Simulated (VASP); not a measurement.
A run of VASP 6.6.1:

File INCAR:

```
PREC     = Accurate       # precision mode
ENCUT    = 520            # plane-wave cutoff, eV
EDIFF    = 1E-7           # SCF threshold, eV
ISMEAR   = 0              # smearing method
SIGMA    = 0.1            # smearing width, eV
LREAL    = F              # projectors in reciprocal space
LASPH    = T              # aspherical terms in the spheres
NELM     = 100            # most SCF steps
ALGO     = Normal         # electronic algorithm
ISIF     = 2              # what is computed and relaxed
LWAVE    = F              # write WAVECAR
LCHARG   = F              # write CHGCAR
GGA      = PE             # functional
NBANDS   = 24             # bands
```

File KPOINTS:

```
Automatic mesh
0
Gamma
  6 6 4
```

The input POSCAR:

```
ZrC
1.0
    3.3914762718      0.0000000000      0.0000000000
   -1.6957381359      2.9371046077      0.0000000000
    0.0000000000      0.0000000000      5.2900530000
Zr C
2 2
Direct
    0.3333333300      0.6666666700      0.2500000000
    0.6666666700      0.3333333300      0.7500000000
    0.0000000000      0.0000000000      0.0000000000
    0.0000000000      0.0000000000      0.5000000000
```

Potentials or basis: VASP PAW PBE potentials, release 64 (Zr_sv, C).

Run with:

```bash
$ cat potpaw_PBE.64/Zr_sv/POTCAR potpaw_PBE.64/C/POTCAR > POTCAR
$ mpirun -np 1 vasp_std > vasp.out
```

Hardware: 1 thread of AMD EPYC 9R45 96-Core Processor (Zen 5) (shared host).

How long does it take, and how much memory?

Wall time 24 s on 1 thread of AMD EPYC 9R45 96-Core Processor (Zen 5) (shared host), peak memory 0.15 GiB. Counts: scf iterations 16, k points 21.
